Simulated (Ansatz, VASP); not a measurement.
**Two plane-wave programs on RbAsO3**

```xyz
5
Lattice="3.8217 0.0000 0.0000 0.0000 3.8217 0.0000 0.0000 0.0000 3.8217" Properties=species:S:1:pos:R:3 pbc="T T T"
Rb    0.0000    0.0000    0.0000
As    1.9109    1.9109    1.9109
O     1.9109    1.9109    0.0000
O     1.9109    0.0000    1.9109
O     0.0000    1.9109    1.9109
```

Alike in both runs: task single point; functional LDA; k mesh 4 × 4 × 4; occupations fermi-dirac, width 0.1 eV; no spin polarisation.

```csv
,VASP,Ansatz
version,VASP 6.6.1,Ansatz 0.2.0
potentials or method,"VASP PAW LDA potentials, release 64 (Rb_sv, As_d, O)","plane waves, PAW"
plane-wave cutoff (eV),600,420
valence electrons in the cell,42,42
```

```csv
,VASP,Ansatz,Ansatz less VASP
pressure (GPa),0.5,-0.5,-0.97
```

LDA's correlation is that of Perdew and Zunger in VASP and of Perdew and Wang (1992) in Ansatz.

The k mesh is coarse, so the values compare programs but aren't converged.
